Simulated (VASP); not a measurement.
Input of a VASP 6.6.1 run:

The input INCAR:

```
ALGO = Normal ; EDIFF = 1E-6
ENCUT = 750 ; GGA = PS
GGA_COMPAT = False ; ISIF = 2
ISMEAR = 0 ; IVDW = 12
LASPH = True ; LCHARG = True
LELF = True ; LREAL = False
LVHAR = True ; LWAVE = False
NBANDS = 13 ; NELM = 120
PREC = Accurate ; SIGMA = 0.05
```

Contents of KPOINTS:

```
k-points
0
Gamma
  8 8 8
```

POSCAR

```
Li2S
1.0
    0.0000000000      2.7551434003      2.7551434003
    2.7551434003      0.0000000000      2.7551434003
    2.7551434003      2.7551434003      0.0000000000
Li S
2 1
Direct
    0.2500000000      0.2500000000      0.2500000000
    0.7500000000      0.7500000000      0.7500000000
    0.0000000000      0.0000000000      0.0000000000
```

Potentials or basis: VASP PAW PBE potentials, release 64 (Li_sv, S).

The run is started by

```sh
$ cat potpaw_PBE.64/Li_sv/POTCAR potpaw_PBE.64/S/POTCAR > POTCAR
$ mpirun -np 1 vasp_std > vasp.out
```

Q: What does it give for the band gap on the k mesh?

A: 3.13 eV, indirect (least direct gap 4.63 eV).

Q: What does it give for the pressure?

A: 0.9 GPa.

Q: Estimate the dispersion energy per atom.

A: -0.249 eV.

Caveat: the PAW data sets were made with another functional, which shifts forces and pressure a little. A k mesh can miss the band edges.
